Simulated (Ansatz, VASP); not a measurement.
Sc in VASP and in Ansatz

```
Sc
1.0
     3.33635    0.00000    0.00000
    -1.66817    2.88936    0.00000
     0.00000    0.00000    5.31688
Sc
2
Direct
  0.33333 0.66667 0.25000
  0.66667 0.33333 0.75000
```

Alike in both runs: task single point; functional PBE; k mesh 8 × 8 × 5; no spin polarisation.

|  | VASP | Ansatz |
| --- | --- | --- |
| version | VASP 6.6.1 | Ansatz 0.2.0 |
| potentials or method | VASP PAW PBE potentials, release 64 (Sc_sv), cutoff 520 eV | plane waves, PAW |
| occupations | methfessel-paxton of order 1, width 0.1 eV | cold |
| valence electrons in the cell | 22 | 22 |

Ansatz gave:

| Item | Value |
| --- | --- |
| pressure (GPa) | -1.9 |
| traceless stress, the component that is largest in VASP (GPa) | -0.84 |

Task: Estimate VASP's values.

Result: Pressure (GPa): -1.9; traceless stress, the component that is largest in VASP (GPa): -0.81.
